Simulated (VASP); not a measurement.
# Tm2GeF2 (P1) in VASP: relaxation of cell and atoms with PBE

Aim: the relaxation of cell and atoms of Tm2GeF2 with PBE.

Program: VASP 6.6.1. These are calculated values, not measurements. Logs are shortened: lines on timing, memory, paths and dates and some standing lists are left out, and cuts for length are marked.

## Step 1: The cell of the first run

The typed cell holds 10 atoms: a = 4.099 Å, b = 6.341 Å, c = 7.233 Å, α = 90.92°, β = 91.72°, γ = 92.43°.

## Step 2: Relaxation of cell and atoms, PBE

Input file INCAR:

```
SYSTEM = Tm2GeF2
  ALGO = Normal
  EDIFF = 1E-7
  EDIFFG = -0.025
  ENCUT = 600
  GGA = PE
  GGA_COMPAT = .False.
  IBRION = 2
  ISIF = 3
  ISMEAR = 0
  LASPH = .True.
  LCHARG = .False.
  LMAXMIX = 6
  LREAL = .False.
  LWAVE = .False.
  NELM = 200
  NELMIN = 4
  NSW = 80
  PREC = Accurate
  SIGMA = 0.1
```

Input file KPOINTS:

```
k-points
0
Gamma
  4 2 2
  0 0 0
```

Input file POSCAR:

```
Tm2GeF2
1.0
    4.0988510371     -0.0080644454     -0.0140820872
   -0.2561131463      6.3353772281      0.0113110784
   -0.1925397484     -0.1372730996      7.2293497755
Tm Ge F
4 2 4
Direct
    0.7030536106      0.7667970462      0.0569883134
    0.2615295981      0.7449185683      0.5937332704
    0.3235240111      0.2393061212      0.9442642784
    0.7451596196      0.2568651971      0.4041721102
    0.7616680946      0.0331644355      0.7490120011
    0.2069216283      0.9584336610      0.2630486057
    0.2959897724      0.5717320968      0.8563656165
    0.7686976169      0.5883546226      0.5503577571
    0.7030316655      0.4344217554      0.1392004523
    0.2304243828      0.4060064958      0.4428575950
```

Potentials or basis: VASP PAW PBE potentials, release 64 (Tm_3, Ge_d, F), 4f in core.

Command:

```console
$ cat potpaw_PBE.64/Tm_3/POTCAR potpaw_PBE.64/Ge_d/POTCAR potpaw_PBE.64/F/POTCAR > POTCAR
$ mpirun -np 1 vasp_std > vasp.out
```

OUTCAR:

```text
SYSTEM = Tm2GeF2
   EDIFF = 1E-7
   EDIFFG = -0.025
   ENCUT = 600
   GGA = PE
   IBRION = 2
   ISIF = 3
   ISMEAR = 0
   LASPH = .True.
   LREAL = .False.
   NELM = 200
   NELMIN = 4
   NSW = 80
   PREC = Accurate

 ion  position               nearest neighbor table
   1  0.703  0.767  0.057-   9 2.20   7 2.46   6 2.74   5 2.83   6 2.86   3 3.53   3 3.70   2 3.76

   2  0.262  0.745  0.594-   7 2.21   8 2.22   8 2.37  10 2.39   6 2.78   5 2.88   5 3.03   1 3.76

   3  0.324  0.239  0.944-   7 2.22   9 2.36   5 2.69   5 2.91   6 2.97   1 3.53   1 3.70   4 3.70

   4  0.745  0.257  0.404-  10 2.17   9 2.24   8 2.33  10 2.37   5 2.89   6 2.93   6 2.99   3 3.70

   5  0.762  0.033  0.749-   3 2.69   1 2.83   2 2.88   4 2.89   3 2.91   2 3.03
   6  0.207  0.958  0.263-   1 2.74   2 2.78   1 2.86   4 2.93   3 2.97   4 2.99
   7  0.296  0.572  0.856-   2 2.21   3 2.22   1 2.46
   8  0.769  0.588  0.550-   2 2.22   4 2.33   2 2.37
   9  0.703  0.434  0.139-   1 2.20   4 2.24   3 2.36
  10  0.230  0.406  0.443-   4 2.17   4 2.37   2 2.39

  LATTYP: Found a triclinic cell.
 ALAT       =     4.0988831607
 B/A-ratio  =     1.8772231080
 C/A-ratio  =     1.7646797217
 COS(alpha) =     0.0027184055
 COS(beta)  =     0.0300150375
 COS(gamma) =     0.5676116091

  Lattice vectors:

 A1 = (   4.0988510371,  -0.0080644454,  -0.0140820872)
 A2 = (   4.3549641834,  -6.3434416735,  -0.0253931656)
 A3 = (   0.1925397484,   0.1372730996,  -7.2293497755)

Analysis of symmetry for initial positions (statically):
=====================================================================
 Subroutine PRICEL returns:
 Original cell was already a primitive cell.

 Routine SETGRP: Setting up the symmetry group for a
 triclinic supercell.

 Subroutine GETGRP returns: Found  1 space group operations
 (whereof  1 operations were pure point group operations)
 out of a pool of  2 trial point group operations.

The static configuration has the point symmetry C_1 .

Analysis of symmetry for dynamics (positions and initial velocities):
=====================================================================
 Subroutine PRICEL returns:
 Original cell was already a primitive cell.

 Routine SETGRP: Setting up the symmetry group for a
 triclinic supercell.

 Subroutine GETGRP returns: Found  1 space group operations
 (whereof  1 operations were pure point group operations)
[... 117 lines left out ...]
   NUPDOWN=      -1.0000    fix difference up-down
   EMIN   =  10.00;   EMAX   =-10.00  energy-range for DOS
   EFERMI =   0.00;   METHOD = LEGACY
   ISMEAR =     0;   SIGMA  =   0.10  broadening in eV -4-tet -1-fermi 0-gaus
   EFERMI_NEDOS =   21; number of points for ismear=-14 and -15
   IALGO  =     38    algorithm
   IMIX   =      4    mixing-type and parameters
     AMIX     =   0.40;   BMIX     =  1.00
     AMIX_MAG =   1.60;   BMIX_MAG =  1.00
  volume/ion in A,a.u.               =      18.77       126.67
  Fermi-wavevector in a.u.,A,eV,Ry     =   1.290763  2.439188 22.668233  1.666068
  Thomas-Fermi vector in A             =   2.422574
   LORBIT       =      0    0 simple, 1 ext, 2 COOP (PROOUT), +10 PAW based schemes
   GGA     = PE    functional components
   LHFCALC =     F    Hartree Fock is set to
   AEXX    =    0.0000 exact exchange contribution
   IVDW    =     0    specifies the selected vdW correction
   LEPSILON=     F    determine dielectric tensor
   LRPA    =     F    only Hartree local field effects (RPA)
 conjugate gradient relaxation of ions
 non-spin polarized calculation
 Gauss-broadening in eV      SIGMA  =   0.10
  energy-cutoff  :      600.00
  volume of cell :      187.70
 maximum number of plane-waves:      6292
 NGX is ok and might be reduce to    36
   NGX = 17   NGY = 25   NGZ = 29

--------------------------------------- Ionic step        1  -------------------------------------------

 number of electron      92.0000012 magnetization

 Free energy of the ion-electron system (eV)
  ---------------------------------------------------
  ext. energy  EPLUGINS =         0.00000000
  ---------------------------------------------------
  free energy    TOTEN  =       -58.47728227 eV

  energy without entropy =      -58.47727051  energy(sigma->0) =      -58.47727639

------------------------ aborting loop because EDIFF is reached ----------------------------------------

  FORCE on cell =-STRESS in cart. coord.  units (eV):
  Direction    XX          YY          ZZ          XY          YZ          ZX
  --------------------------------------------------------------------------------------
  -------------------------------------------------------------------------------------
  Total        0.7281566      3.1356976      3.6956893      0.0514147     -1.2144141      0.7209965
  in kB        6.2153011     26.7652660     31.5451688      0.4388585    -10.3658326      6.1541847
  external PRESSURE =      21.5085786 kB  Pullay stress =       0.0000000 kB
[... 113 lines left out ...]
  FREE ENERGIE OF THE ION-ELECTRON SYSTEM (eV)
  ---------------------------------------------------
  free  energy   TOTEN  =       -58.7293790629 eV

  energy  without entropy=      -58.7293781207  energy(sigma->0) =      -58.72937859

 E-fermi :   3.8277     XC(G=0):  -9.9914

 val. band max:        3.5284652840   @ k =  -0.0000   0.5000  -0.0000
 cond. band min:       4.1194936358   @ k =   0.5000   0.5000   0.5000
 fundamental gap:      0.5910283518
 Fermi energy:         3.8277153142

 k-point     1 :       0.0000    0.0000    0.0000
  band No.  band energies     occupation
      1     -23.3001      2.00000
      2     -23.1361      2.00000
      3     -22.9260      2.00000
      4     -22.3872      2.00000
      5     -22.3668      2.00000
      6     -22.3481      2.00000
[... 685 lines left out ...]
     54       7.4230      0.00000
     55       7.4820      0.00000

[... ionic steps 4 to 9 ...]

--------------------------------------- Ionic step       10  -------------------------------------------

 number of electron      92.0000025 magnetization

------------------------ aborting loop because EDIFF is reached ----------------------------------------
[... 83 lines left out ...]
--------------------------------------- Ionic step       12  -------------------------------------------

 number of electron      92.0000024 magnetization

 Free energy of the ion-electron system (eV)
  ---------------------------------------------------
  ext. energy  EPLUGINS =         0.00000000
  ---------------------------------------------------
  free energy    TOTEN  =       -58.80778131 eV

  energy without entropy =      -58.80777986  energy(sigma->0) =      -58.80778059

 E-fermi :   3.8360     XC(G=0): -10.0083

 val. band max:        3.5392280173   @ k =  -0.0000   0.5000  -0.0000
 cond. band min:       4.1275868085   @ k =   0.5000   0.5000   0.5000
 fundamental gap:      0.5883587912
 Fermi energy:         3.8360067479

 k-point     1 :       0.0000    0.0000    0.0000
  band No.  band energies     occupation
      1     -23.2763      2.00000
      2     -23.1100      2.00000
      3     -22.9022      2.00000
      4     -22.3406      2.00000
      5     -22.3264      2.00000
      6     -22.3039      2.00000
[... 722 lines left out ...]
  FREE ENERGIE OF THE ION-ELECTRON SYSTEM (eV)
  ---------------------------------------------------
  free  energy   TOTEN  =       -58.8077813145 eV

  energy  without entropy=      -58.8077798569  energy(sigma->0) =      -58.80778059

 reached required accuracy - stopping structural energy minimisation
```

CONTCAR:

```text
Tm2GeF2
   1.00000000000000
     4.0939866282284649   -0.0056656582160618   -0.0001735160095905
    -0.2521410655861329    6.3874569138663233   -0.0049030883828245
    -0.1674664207372799   -0.1557664594207355    7.3133703218401944
  Tm              Ge              F
     4     2     4
Direct
     0.7005819661655409    0.7713817340935913    0.0576671011516292
     0.2607815608239274    0.7451582085917562    0.5853479346946243
     0.2997789498346013    0.2285431992110030    0.9429542533152330
     0.7398414514184977    0.2544972764528539    0.4148706640518882
     0.7730396954771673    0.0322533046228996    0.7487413555420762
     0.2269411150293240    0.9676116954144081    0.2520162085761993
     0.3062333769823388    0.5660573123167011    0.8625665746730488
     0.7550830952694980    0.5882047932275231    0.5523116254231166
     0.6931574048896351    0.4339113801245293    0.1370726392161598
     0.2445613840094674    0.4123810958447328    0.4464516434560264

  0.00000000E+00  0.00000000E+00  0.00000000E+00
  0.00000000E+00  0.00000000E+00  0.00000000E+00
  0.00000000E+00  0.00000000E+00  0.00000000E+00
  0.00000000E+00  0.00000000E+00  0.00000000E+00
  0.00000000E+00  0.00000000E+00  0.00000000E+00
  0.00000000E+00  0.00000000E+00  0.00000000E+00
  0.00000000E+00  0.00000000E+00  0.00000000E+00
  0.00000000E+00  0.00000000E+00  0.00000000E+00
  0.00000000E+00  0.00000000E+00  0.00000000E+00
  0.00000000E+00  0.00000000E+00  0.00000000E+00
```

Run time: 13 min. Hardware: 1 thread of Intel Xeon 6975P-C (Granite Rapids), shared host; peak memory 0.44 GiB.

Results:

```yaml
Free_energy: -58.8078 eV
Relaxed_volume: 19.12 Å³/atom
Relaxed_cell: a = 4.094 Å, b = 6.392 Å, c = 7.317 Å, α = 91.21°, β = 91.31°, γ = 92.34°
Space_group_after_relaxing_to_0.1_Å: P-1 (No. 2)
Energy_gained_by_relaxing: 33.0 meV/atom
Ionic_steps: 12
Pressure_after_relaxing: 0.1 GPa
Largest_force_after_relaxing: 0.025 eV/Å
Band_gap_on_the_k_mesh: 0.59 eV (least direct gap 0.97 eV)
```

Forces on the atoms (eV/Å):
```
Tm  -0.001 -0.002  0.014
Tm  -0.017 -0.012  0.004
Tm  -0.006  0.011 -0.019
Tm  -0.002  0.021 -0.004
Ge  -0.003  0.012 -0.001
Ge   0.011 -0.006 -0.021
F    0.011 -0.003 -0.010
F    0.009  0.009  0.003
F   -0.005 -0.009  0.021
F    0.004 -0.021  0.012
```

The path:
| step | energy change (eV) | largest force (eV/Å) | pressure (GPa) | volume (Å³) |
| --- | --- | --- | --- | --- |
| 1 | 0.0000 | 1.1725 | 2.15 | 187.70 |
| 2 | -0.2505 | 0.5581 | -1.39 | 194.61 |
| 3 | -0.2521 | 0.5133 | -1.64 | 195.21 |
| 4 | -0.3122 | 0.2652 | 0.15 | 191.06 |
| 5 | -0.3128 | 0.2880 | 0.35 | 190.63 |
| 6 | -0.3235 | 0.1036 | 0.10 | 191.19 |
| 7 | -0.3241 | 0.1121 | 0.05 | 191.35 |
| 8 | -0.3271 | 0.0708 | -0.11 | 191.64 |
| 9 | -0.3283 | 0.0682 | -0.24 | 191.95 |
| 10 | -0.3298 | 0.0459 | 0.13 | 191.07 |
| 11 | -0.3298 | 0.0459 | 0.15 | 191.05 |
| 12 | -0.3305 | 0.0248 | 0.05 | 191.23 |

Final structure:
```
Tm Ge F
1.0
     4.09399   -0.00567   -0.00017
    -0.25214    6.38746   -0.00490
    -0.16747   -0.15577    7.31337
Tm Ge F
4 2 4
Direct
  0.70058 0.77138 0.05767
  0.26078 0.74516 0.58535
  0.29978 0.22854 0.94295
  0.73984 0.25450 0.41487
  0.77304 0.03225 0.74874
  0.22694 0.96761 0.25202
  0.30623 0.56606 0.86257
  0.75508 0.58820 0.55231
  0.69316 0.43391 0.13707
  0.24456 0.41238 0.44645
```

Caveat: the k points lie up to 0.49 Å⁻¹ apart in the final cell; spin-orbit coupling is left out, which moves the levels of the heavy elements; the 4f electrons are frozen in the core, so they carry no moment and show no levels. Spin polarisation is off, so any magnetic state and its effect on volume and gap are missing.
